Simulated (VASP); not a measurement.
# BeS (I-4m2) in VASP: further runs

The runs below take BeS through single point, with PBE.

Program: VASP 6.6.1. These are calculated values, not measurements. Logs are shortened: lines on timing, memory, paths and dates and some standing lists are left out, and cuts for length are marked.

### 1 The cell of the first run

The structure is tetragonal, space group I-4m2 (No. 119). Conventional cell: a = 3.477 Å, b = 3.477 Å, c = 4.831 Å, α = 90.00°, β = 90.00°, γ = 90.00°. Be (site symmetry -4m2) has 4 S at 2.12 Å within 2.8 Å. Within 2.8 Å of S (site symmetry -4m2) lie 4 Be at 2.12 Å.

### 2 Single point, PBE (epitaxial xy strain +1.0%)

INCAR reads:

```
PREC = Accurate
ENCUT = 520
EDIFF = 1E-6
ISMEAR = -1
SIGMA = 0.02
LREAL = False
LASPH = True
NELM = 80
ALGO = Normal
ISIF = 2
LWAVE = False
LCHARG = True
GGA = PE
LELF = True
LVHAR = True
NBANDS = 11
```

KPOINTS reads:

```
regular mesh
0
Gamma
  10 10 10
```

POSCAR reads:

```
BeS
1.0
    0.0000000000      2.4586492927      2.4152593665
    2.4586492927      0.0000000000      2.4152593665
    2.4586492927      2.4586492927      0.0000000000
Be S
1 1
Direct
    0.0000000000      0.0000000000      0.0000000000
    0.2500000000      0.2500000000      0.2500000000
```

Potentials or basis: VASP PAW PBE potentials, release 64 (Be, S).

Launch:

```sh
> cat potpaw_PBE.64/Be/POTCAR potpaw_PBE.64/S/POTCAR > POTCAR
> mpirun -np 1 vasp_std > vasp.out
```

OUTCAR:

```text
PREC = Accurate
   ENCUT = 520
   EDIFF = 1E-6
   ISMEAR = -1
   LREAL = False
   LASPH = True
   NELM = 80
   ISIF = 2
   GGA = PE

 ion  position               nearest neighbor table
   1  0.000  0.000  0.000-   2 2.12   2 2.12   2 2.12   2 2.12
   2  0.250  0.250  0.250-   1 2.12   1 2.12   1 2.12   1 2.12

  LATTYP: Found a body centered tetragonal cell.
 ALAT       =     3.4770551749
 C/A-ratio  =     1.3892557035

  Lattice vectors:

 A1 = (   0.0000000000,  -2.4586492927,  -2.4152593665)
 A2 = (   0.0000000000,   2.4586492927,  -2.4152593665)
 A3 = (   2.4586492927,   0.0000000000,   2.4152593665)

Analysis of symmetry for initial positions (statically):
=====================================================================
 Subroutine PRICEL returns:
 Original cell was already a primitive cell.

 Routine SETGRP: Setting up the symmetry group for a
 body centered tetragonal supercell.

 Subroutine GETGRP returns: Found  8 space group operations
 (whereof  8 operations were pure point group operations)
 out of a pool of 16 trial point group operations.

The static configuration has the point symmetry D_2d.

Analysis of symmetry for dynamics (positions and initial velocities):
=====================================================================
 Subroutine PRICEL returns:
 Original cell was already a primitive cell.

 Routine SETGRP: Setting up the symmetry group for a
 body centered tetragonal supercell.

 Subroutine GETGRP returns: Found  8 space group operations
 (whereof  8 operations were pure point group operations)
 out of a pool of 16 trial point group operations.

The dynamic configuration has the point symmetry D_2d.

 Subroutine INISYM returns: Found  8 space group operations
 (whereof  8 operations are pure point group operations),
 and found     1 'primitive' translations

----------------------------------------------------------------------------------------

                                     Primitive cell

  volume of cell :      29.2003

  direct lattice vectors                    reciprocal lattice vectors
     0.000000000  2.458649293  2.415259366    -0.203363693  0.203363693  0.207017104
     2.458649293  0.000000000  2.415259366     0.203363693 -0.203363693  0.207017104
     2.458649293  2.458649293  0.000000000     0.203363693  0.203363693 -0.207017104

  length of vectors
     3.446510431  3.446510431  3.477055175     0.354358102  0.354358102  0.354358102

  position of ions in fractional coordinates (direct lattice)
     0.000000000  0.000000000  0.000000000
     0.250000000  0.250000000  0.250000000

  ion indices of the primitive-cell ions
   primitive index   ion index
                 1           1
                 2           2

----------------------------------------------------------------------------------------

 KPOINTS: regular mesh

Automatic generation of k-mesh.
 Grid dimensions read from file:
 generate k-points for:   10   10   10

 Generating k-lattice:

  Cartesian coordinates                     Fractional coordinates (reciprocal lattice)
    -0.020336369  0.020336369  0.020701710     0.100000000  0.000000000  0.000000000
     0.020336369 -0.020336369  0.020701710     0.000000000  0.100000000  0.000000000
     0.020336369  0.020336369 -0.020701710    -0.000000000 -0.000000000  0.100000000

  Length of vectors
     0.035435810  0.035435810  0.035435810

  Shift w.r.t. Gamma in fractional coordinates (k-lattice)
     0.000000000  0.000000000  0.000000000

 Subroutine IBZKPT returns following result:
 ===========================================

 Found    102 irreducible k-points:

 Following reciprocal coordinates:
            Coordinates               Weight
  0.000000  0.000000  0.000000      1.000000
  0.100000  0.000000  0.000000      8.000000
  0.200000  0.000000  0.000000      8.000000
  0.300000  0.000000  0.000000      8.000000
  0.400000  0.000000  0.000000      8.000000
  0.500000  0.000000  0.000000      4.000000
[... 16 lines left out ...]
  0.300000  0.300000  0.000000      2.000000
  0.400000  0.300000  0.000000      8.000000
 [... further k-points ...]
   k-points           NKPTS =    102   k-points in BZ     NKDIM =    102   number of bands    NBANDS=     11
   number of dos      NEDOS =    301   number of ions     NIONS =      2
   total plane-waves  NPLWV =  21952
   dimension x,y,z NGX =    28 NGY =   28 NGZ =   28
   dimension x,y,z NGXF=    56 NGYF=   56 NGZF=   56
   ions per type =               1   1
   NGX,Y,Z   is equivalent  to a cutoff of  13.51, 13.51, 13.39 a.u.
   NGXF,Y,Z  is equivalent  to a cutoff of  27.01, 27.01, 26.77 a.u.
 SYSTEM =  unknown system
   PREC   = accura    normal or accurate (medium, high low for compatibility)
   ISTART =      0    job   : 0-new  1-cont  2-samecut
   ICHARG =      2    charge: 1-file 2-atom 10-const
   ISPIN  =      1    spin polarized calculation?
   LNONCOLLINEAR =      F non collinear calculations
   LSORBIT =      F    spin-orbit coupling
   LASPH  =      T    aspherical Exc in radial PAW
   ENCUT  =  520.0 eV  38.22 Ry    6.18 a.u.   6.41  6.41  6.47*2*pi/ulx,y,z
   NELM   =     80;   NELMIN=  2; NELMDL= -5     # of ELM steps
   EDIFF  = 0.1E-05   stopping-criterion for ELM
   LREAL  =      F    real-space projection
   EDIFFG = 0.1E-04   stopping-criterion for IOM
   NSW    =      0    number of steps for IOM
   IBRION =     -1    ionic relax: 0-MD 1-quasi-New 2-CG
   NFREE  =      0    steps in history (QN), initial steepest desc. (CG)
   ISIF   =      2    stress and relaxation
   ISYM   =      2    0-nonsym 1-usesym 2-fastsym
   POTIM  = 0.5000    time-step for ionic-motion
   TEBEG  =    0.0;   TEEND  =   0.0 temperature during run
   PSTRESS=    0.0 pullay stress
   NELECT =       8.0000    total number of electrons
   NUPDOWN=      -1.0000    fix difference up-down
   EMIN   =  10.00;   EMAX   =-10.00  energy-range for DOS
   EFERMI =   0.00;   METHOD = LEGACY
   ISMEAR =    -1;   SIGMA  =   0.02  broadening in eV -4-tet -1-fermi 0-gaus
   EFERMI_NEDOS =   21; number of points for ismear=-14 and -15
   IALGO  =     38    algorithm
   IMIX   =      4    mixing-type and parameters
     AMIX     =   0.40;   BMIX     =  1.00
     AMIX_MAG =   1.60;   BMIX_MAG =  1.00
  volume/ion in A,a.u.               =      14.60        98.53
  Fermi-wavevector in a.u.,A,eV,Ry     =   1.063267  2.009284 15.381898  1.130538
  Thomas-Fermi vector in A             =   2.198746
   LORBIT       =      0    0 simple, 1 ext, 2 COOP (PROOUT), +10 PAW based schemes
   GGA     = PE    functional components
   LHFCALC =     F    Hartree Fock is set to
   AEXX    =    0.0000 exact exchange contribution
   IVDW    =     0    specifies the selected vdW correction
   LEPSILON=     F    determine dielectric tensor
   LRPA    =     F    only Hartree local field effects (RPA)
 non-spin polarized calculation
  energy-cutoff  :      520.00
  volume of cell :       29.20
 maximum number of plane-waves:       813
 NGX is ok and might be reduce to    28
   NGX = 13   NGY = 13   NGZ = 13

 number of electron       7.9999999 magnetization

 Free energy of the ion-electron system (eV)
  ---------------------------------------------------
  ext. energy  EPLUGINS =         0.00000000
  ---------------------------------------------------
  free energy    TOTEN  =       -10.01130940 eV

  energy without entropy =      -10.01130940  energy(sigma->0) =      -10.01130940

 E-fermi :   4.3509     XC(G=0):  -9.6340

 val. band max:        3.9943394461   @ k =   0.0000   0.0000   0.0000
 cond. band min:       7.0092313353   @ k =   0.5000   0.5000   0.0000
 fundamental gap:      3.0148918892
 Fermi energy:         4.3508551724

 k-point     1 :       0.0000    0.0000    0.0000
  band No.  band energies     occupation
      1      -9.6021      2.00000
      2       3.9045      2.00000
      3       3.9045      2.00000
      4       3.9943      2.00000
      5       9.5986      0.00000
      6       9.6207      0.00000
      7       9.6233      0.00000
      8       9.6233      0.00000
      9      16.5106      0.00000
     10      16.8843      0.00000
     11      18.6257      0.00000

 k-point     2 :       0.1000    0.0000    0.0000
  band No.  band energies     occupation
      1      -9.4914      2.00000
      2       3.1281      2.00000
      3       3.7706      2.00000
      4       3.8443      2.00000
      5       9.4919      0.00000
      6       9.8427      0.00000
      7       9.8540      0.00000
      8      10.5561      0.00000
      9      16.0395      0.00000
     10      16.3527      0.00000
     11      18.5755      0.00000

 k-point     3 :       0.2000    0.0000    0.0000
  band No.  band energies     occupation
      1      -9.1761      2.00000
      2       1.5305      2.00000
      3       3.4651      2.00000
      4       3.5650      2.00000
      5       9.4402      0.00000
      6      10.3082      0.00000
      7      10.3315      0.00000
      8      12.2046      0.00000
      9      15.6144      0.00000
     10      15.8042      0.00000
     11      18.2587      0.00000

 k-point     4 :       0.3000    0.0000    0.0000
  band No.  band energies     occupation
      1      -8.7179      2.00000
      2      -0.0574      2.00000
      3       3.1507      2.00000
      4       3.2788      2.00000
      5       9.3806      0.00000
      6      10.5328      0.00000
      7      10.6329      0.00000
      8      13.7655      0.00000
      9      16.1217      0.00000
     10      16.1475      0.00000
     11      18.0124      0.00000
[... 239 lines left out ...]
 k-point    22 :      -0.2000    0.2000    0.0000
  band No.  band energies     occupation
      1      -8.5723      2.00000
      2       0.3093      2.00000
      3       1.7143      2.00000
      4       3.1956      2.00000
      5      10.1013      0.00000
      6      10.9753      0.00000
      7      11.3875      0.00000
      8      12.5709      0.00000
      9      14.4954      0.00000
     10      18.1698      0.00000
     11      19.1235      0.00000

 k-point    23 :       0.3000    0.3000    0.0000
  band No.  band energies     occupation
      1      -8.3935      2.00000
      2       0.6330      2.00000
      3       1.9566      2.00000
      4       1.9566      2.00000
      5       7.9946      0.00000
      6       9.8679      0.00000
      7      13.5159      0.00000
      8      13.5159      0.00000
      9      16.0934      0.00000
     10      18.3763      0.00000
     11      21.2679      0.00000

 k-point    24 :       0.4000    0.3000    0.0000
  band No.  band energies     occupation
      1      -8.0299      2.00000
      2      -0.0942      2.00000
      3       1.5216      2.00000
      4       1.7324      2.00000
      5       7.9539      0.00000
      6       9.7091      0.00000
      7      13.9806      0.00000
      8      14.0800      0.00000
      9      17.5643      0.00000
     10      19.1427      0.00000
     11      20.6441      0.00000

 [... further k-points ...]

------------------------ aborting loop because EDIFF is reached ----------------------------------------

  FORCE on cell =-STRESS in cart. coord.  units (eV):
  Direction    XX          YY          ZZ          XY          YZ          ZX
  --------------------------------------------------------------------------------------
  -------------------------------------------------------------------------------------
  Total       -0.2229491     -0.2229491      0.0786606      0.0000000      0.0000000      0.0000000
  in kB      -12.2328985    -12.2328985      4.3159924      0.0000000      0.0000000      0.0000000
  external PRESSURE =      -6.7166016 kB  Pullay stress =       0.0000000 kB

 VOLUME and BASIS-vectors are now :
 -----------------------------------------------------------------------------
  energy-cutoff  :      520.00
  volume of cell :       29.20
      direct lattice vectors                 reciprocal lattice vectors
     0.000000000  2.458649293  2.415259366    -0.203363693  0.203363693  0.207017104
     2.458649293  0.000000000  2.415259366     0.203363693 -0.203363693  0.207017104
     2.458649293  2.458649293  0.000000000     0.203363693  0.203363693 -0.207017104

 POSITION                                       TOTAL-FORCE (eV/Angst)
 -----------------------------------------------------------------------------------
      0.00000      0.00000      0.00000         0.000000      0.000000      0.000000
      1.22932      1.22932      1.20763        -0.000000     -0.000000     -0.000000
 -----------------------------------------------------------------------------------
    total drift:                                0.000000      0.000000     -0.000000

  FREE ENERGIE OF THE ION-ELECTRON SYSTEM (eV)
  ---------------------------------------------------
  free  energy   TOTEN  =       -10.0113094017 eV

  energy  without entropy=      -10.0113094017  energy(sigma->0) =      -10.01130940
```

It took 13 s on 1 thread of Intel Xeon 6975P-C (Granite Rapids), shared host; peak memory 0.16 GiB.

What came out:

| Quantity | Value |
| --- | --- |
| Free energy | -10.0113 eV |
| Pressure | -0.7 GPa |
| Band gap on the k mesh | 3.01 eV, indirect (least direct gap 5.60 eV) |

Caveat: the cell differs from its parent crystal (epitaxial xy strain +1.0%).

### 3 Single point, PBE (epitaxial xy strain +2.0%)

INCAR reads:

```
PREC = Accurate ; ENCUT = 520
EDIFF = 1E-6 ; ISMEAR = -1
SIGMA = 0.02 ; LREAL = False
LASPH = True ; NELM = 60
ALGO = Normal ; ISIF = 2
LWAVE = False ; LCHARG = True
GGA = PE ; LELF = True
LVHAR = True ; NBANDS = 11
```

KPOINTS reads:

```
Automatic mesh
0
Gamma
  10 10 10
```

POSCAR reads:

```
BeS
1.0
    0.0000000000      2.4829923550      2.3957901011
    2.4829923550      0.0000000000      2.3957901011
    2.4829923550      2.4829923550      0.0000000000
Be S
1 1
Direct
    0.0000000000      0.0000000000      0.0000000000
    0.2500000000      0.2500000000      0.2500000000
```

Potentials or basis: VASP PAW PBE potentials, release 64 (Be, S).

Launch:

```sh
> cat potpaw_PBE.64/Be/POTCAR potpaw_PBE.64/S/POTCAR > POTCAR
> mpirun -np 1 vasp_std > vasp.out
```

Run time: 19 s. Hardware: 1 thread of Intel Xeon Platinum 8559C (Emerald Rapids), shared host; peak memory 0.17 GiB.

Results (log left out):

* Free energy: -10.0035 eV
* Pressure: -1.7 GPa
* Band gap on the k mesh: 2.90 eV, indirect (least direct gap 5.47 eV)

Stress tensor (GPa, compression positive):
```
-2.78  0.00  0.00
 0.00 -2.78  0.00
 0.00  0.00  0.42
```

Levels at points of the mesh, in eV from the valence-band top:
| k point | band 1 | band 2 | band 3 | band 4 | band 5 | band 6 | band 7 | band 8 |
| --- | --- | --- | --- | --- | --- | --- | --- | --- |
| (0.00, 0.00, 0.00) | -13.58 | -0.17 | -0.17 | 0.00 | 5.47 | 5.54 | 5.59 | 5.59 |
| (0.50, 0.00, 0.00) | -12.06 | -5.68 | -1.25 | -0.95 | 5.17 | 6.30 | 6.68 | 10.93 |
| (0.50, 0.50, 0.00) | -11.45 | -4.80 | -2.81 | -2.81 | 2.90 | 4.61 | 12.39 | 12.39 |
| (0.50, 0.00, 0.50) | -11.60 | -5.04 | -2.57 | -2.51 | 3.16 | 4.95 | 12.26 | 12.38 |

Caveat: the cell differs from its parent crystal (epitaxial xy strain +2.0%).
